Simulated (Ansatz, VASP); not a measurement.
# One calculation of Rh, two programs

The input INCAR:

```
SYSTEM = Rh
PREC = Accurate ; ENCUT = 520
EDIFF = 1E-6 ; ISMEAR = 0
SIGMA = 0.15 ; LREAL = .False.
LASPH = .True. ; NELM = 80
ALGO = Normal ; ISIF = 2
LWAVE = .False. ; LCHARG = .True.
GGA = PS ; LELF = .True.
LVHAR = .True. ; NBANDS = 14
```

Contents of KPOINTS:

```
regular mesh
0
Gamma
  22 22 22
  0 0 0
```

POSCAR

```
Rh
1.0
    0.0000000000      1.9490887500      1.9490887500
    1.9490887500      0.0000000000      1.9490887500
    1.9490887500      1.9490887500      0.0000000000
Rh
1
Direct
    0.0000000000      0.0000000000      0.0000000000
```

Input for Ansatz:

```yaml
crystal:
  lattice:
    - [0.0, 1.94908875, 1.94908875]
    - [1.94908875, 0.0, 1.94908875]
    - [1.94908875, 1.94908875, 0.0]
  atoms:
    - { symbol: Rh, position: [0.0, 0.0, 0.0] }
basis:
  ecutwfc: 420
kpoints:
  mp_grid: { grid: [22, 22, 22] }
hamiltonian:
  xc: pbesol
scf:
  occupations: { method: gaussian, width: 0.15 }
output:
  forces: true
  stress: true
  eigenvalues: true
```

Change from the starting cell: strain +0.025 along x and y, +0.025 along z, atoms carried along.

Alike in both runs: task single point; functional PBEsol; k mesh 22 × 22 × 22; occupations gaussian, width 0.15 eV; no spin polarisation.

```csv
,VASP,Ansatz
version,VASP 6.6.1,Ansatz 0.2.0
potentials or method,"VASP PAW PBE potentials, release 64 (Rh_pv), cutoff 520 eV","scalar-relativistic, plane waves, PAW"
valence electrons in the cell,15,17
```

```tsv
	VASP	Ansatz	Ansatz less VASP
gap on the k mesh at the Fermi level (eV)	none	none	-
pressure (GPa)	-21.5	-21.4	+0.05
```

VASP's potentials were made for PBE, not for PBEsol. A gap of «none» marks a metal or a gap that the smearing closes. VASP's potentials hold 15 valence electrons a cell and Ansatz's 17, so a difference there can come from the potentials and not from the codes.
